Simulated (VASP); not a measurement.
The system is BeS.

```xyz
4
Lattice="3.3002 0.0000 0.0000 -1.6501 2.8581 0.0000 0.0000 0.0000 5.2552" Properties=species:S:1:pos:R:3 pbc="T T T"
Be    0.0000    0.0000    0.0000
Be    0.0000    0.0000    2.6276
S     0.0000    1.9054    1.3138
S     1.6501    0.9527    3.9414
```

Base run:

| Item | Value |
| --- | --- |
| Program | VASP 6.6.1 |
| Functional | r2SCAN |
| Potentials or basis | VASP PAW PBE potentials, release 64 (Be, S) |
| Cutoff | 520 eV |
| k mesh | 6 × 6 × 4 |
| Occupations | gaussian, width 0.01 eV |
| Spin | no spin polarisation |

Its results: band gap on the k mesh 1.81 eV, indirect (least direct gap 4.04 eV); pressure -0.1 GPa.

**Question.** The run is repeated on the same cell with these changes: functional from r2SCAN to LDA; potentials or basis from VASP PAW PBE potentials, release 64 (Be, S) to VASP PAW LDA potentials, release 64 (Be, S). What comes out?

**Answer.** Band gap on the k mesh 1.45 eV, indirect (least direct gap 3.34 eV); pressure -5.3 GPa.

Caveats: the PAW data sets were made with another functional, which shifts forces and pressure a little (some runs).

A k mesh can miss the band edges.
